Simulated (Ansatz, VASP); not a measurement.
## Zn2Si3N: VASP beside Ansatz

File INCAR:

```
SYSTEM = Zn2Si3N
PREC     = Accurate       ! precision mode
ENCUT    = 520            ! plane-wave cutoff, eV
EDIFF    = 1E-6           ! SCF threshold, eV
ISMEAR   = 0              ! smearing method
SIGMA    = 0.1            ! smearing width, eV
LREAL    = .FALSE.        ! projectors in reciprocal space
LASPH    = .TRUE.         ! aspherical terms in the spheres
NELM     = 150            ! most SCF steps
ALGO     = Normal         ! electronic algorithm
ISIF     = 2              ! what is computed and relaxed
LWAVE    = .FALSE.        ! write WAVECAR
LCHARG   = .FALSE.        ! write CHGCAR
ISPIN    = 2              ! spin polarisation
MAGMOM   = 0 0 0 0 0 1    ! initial moments
LORBIT   = 11             ! projections on sites
GGA      = PE             ! functional
NBANDS   = 34             ! bands
```

Contents of KPOINTS:

```
regular mesh
0
G
  6 6 2
  0 0 0
```

POSCAR

```
Zn2Si3N
1.0
    2.9547156673      0.0000000000      0.0000000000
   -1.4773578337      2.5588588288      0.0000000000
    0.0000000000      0.0000000000     10.4882696190
Zn Si N
2 3 1
Direct
    0.3333333333      0.6666666667      0.6896206271
    0.6666666667      0.3333333333      0.3103793729
    0.3333333333      0.6666666667      0.1233170167
    0.6666666667      0.3333333333      0.8766829833
    0.0000000000      0.0000000000      0.5000000000
    0.0000000000      0.0000000000      0.0000000000
```

Input for Ansatz:

```yaml
crystal:
  lattice:
    - [2.9547156673, 0.0, 0.0]
    - [-1.4773578337, 2.5588588288, 0.0]
    - [0.0, 0.0, 10.488269619]
  atoms:
    - { symbol: Zn, position: [0.3333333333, 0.6666666667, 0.6896206271] }
    - { symbol: Zn, position: [0.6666666667, 0.3333333333, 0.3103793729] }
    - { symbol: Si, position: [0.3333333333, 0.6666666667, 0.1233170167] }
    - { symbol: Si, position: [0.6666666667, 0.3333333333, 0.8766829833] }
    - { symbol: Si, position: [0.0, 0.0, 0.5] }
    - { symbol: "N", position: [0.0, 0.0, 0.0], spin: 1.0 }
basis:
  ecutwfc: 420
kpoints:
  mp_grid: { grid: [6, 6, 2] }
hamiltonian:
  xc: pbe
scf:
  occupations: { method: gaussian, width: 0.1 }
  lower_state_search: "off"
output:
  forces: true
  stress: true
  eigenvalues: true
  populations: true
magnetization:
  spin_polarized: true
```

Change from the starting cell: species swapped into the Sn2PbSe3 type (P-3m1, No. 164).

Alike in both runs: task single point; functional PBE; k mesh 6 × 6 × 2; occupations gaussian, width 0.1 eV; collinear spin.

|  | VASP | Ansatz |
| --- | --- | --- |
| version | VASP 6.6.1 | Ansatz 0.2.0 |
| potentials or method | VASP PAW PBE potentials, release 64 (Zn, Si, N), cutoff 520 eV | scalar-relativistic, plane waves, PAW |
| valence electrons in the cell | 41 | 41 |

|  | VASP | Ansatz | Ansatz less VASP |
| --- | --- | --- | --- |
| gap on the k mesh at the Fermi level (eV) | none | none | - |
| pressure (GPa) | 0.1 | 0.0 | -0.12 |
| traceless stress, the component that is largest in VASP (GPa) | 0.05 | 0.00 | -0.049 |
| rms of the force components (eV/Å) | 0.004 | 0.001 | -0.0031 |
| net moment per atom (μB) | 0.00 | 0.00 | 0.000 |

Atom by atom the forces differ by 0.003 eV/Å (rms over components). A gap of «none» marks a metal or a gap that the smearing closes. The functional is the same, so the differences come from potentials, cutoffs and numerics. Ansatz's warnings: seeded moment not kept.

The k mesh is coarse, so the values compare programs but aren't converged.
